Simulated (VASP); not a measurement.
Input of a VASP 6.6.1 run:

The input POSCAR:

```
TiS2
1.0
    3.4120000000      0.0000000000      0.0000000000
   -1.7060000000      2.9548800000      0.0000000000
    0.0000000000      0.0000000000      5.6950000000
Ti S
1 2
Direct
    0.0000000000      0.0000000000      0.0000000000
    0.3333333333      0.6666666667      0.2500000000
    0.6666666667      0.3333333333      0.7500000000
```

INCAR.step1

```
SYSTEM = TiS2
PREC     = Accurate       ! precision mode
ENCUT    = 550            ! plane-wave cutoff, eV
ISMEAR   = 0              ! smearing method
SIGMA    = 0.01           ! smearing width, eV
LREAL    = .False.        ! projectors in reciprocal space
LASPH    = .True.         ! aspherical terms in the spheres
NELM     = 120            ! most SCF steps
NBANDS   = 19             ! bands
GGA      = PE             ! functional
ALGO     = Normal         ! electronic algorithm
EDIFF    = 1E-5           ! SCF threshold, eV
LWAVE    = .True.         ! write WAVECAR
LCHARG   = .False.        ! write CHGCAR
GGA_COMPAT= .False.
```

File INCAR.step2:

```
SYSTEM = TiS2
PREC     = Accurate       ! precision mode
ENCUT    = 550            ! plane-wave cutoff, eV
EDIFF    = 1E-6           ! SCF threshold, eV
ISMEAR   = 0              ! smearing method
SIGMA    = 0.01           ! smearing width, eV
LREAL    = .False.        ! projectors in reciprocal space
LASPH    = .True.         ! aspherical terms in the spheres
NELM     = 120            ! most SCF steps
ALGO     = Normal         ! electronic algorithm
ISIF     = 2              ! what is computed and relaxed
LWAVE    = .False.        ! write WAVECAR
LCHARG   = .True.         ! write CHGCAR
METAGGA  = R2SCAN         ! meta-GGA
LMIXTAU  = .True.       
LELF     = .True.         ! ELF
LVHAR    = .True.       
NBANDS   = 19             ! bands
ISTART   = 1            
GGA_COMPAT= .False.
```

File KPOINTS:

```
regular mesh
0
Gamma
  4 4 2
  0 0 0
```

Potentials or basis: VASP PAW PBE potentials, release 64 (Ti_sv, S).

Run with:

```console
$ cat potpaw_PBE.64/Ti_sv/POTCAR potpaw_PBE.64/S/POTCAR > POTCAR
$ cp INCAR.step1 INCAR
$ mpirun -np 1 vasp_std > vasp.out
$ cp INCAR.step2 INCAR
$ mpirun -np 1 vasp_std > vasp.out
```

Problem. Predict the largest force.

Solution. 0.366 eV/Å.

Problem. Predict the pressure.

Solution. 0.8 GPa.

Stress tensor (GPa, compression positive):
```
 1.57  0.00  0.00
 0.00  1.57  0.00
 0.00  0.00 -0.87
```

Caveat: the k points lie up to 0.55 Å⁻¹ apart; the PAW data sets were made with another functional, which shifts forces and pressure a little.
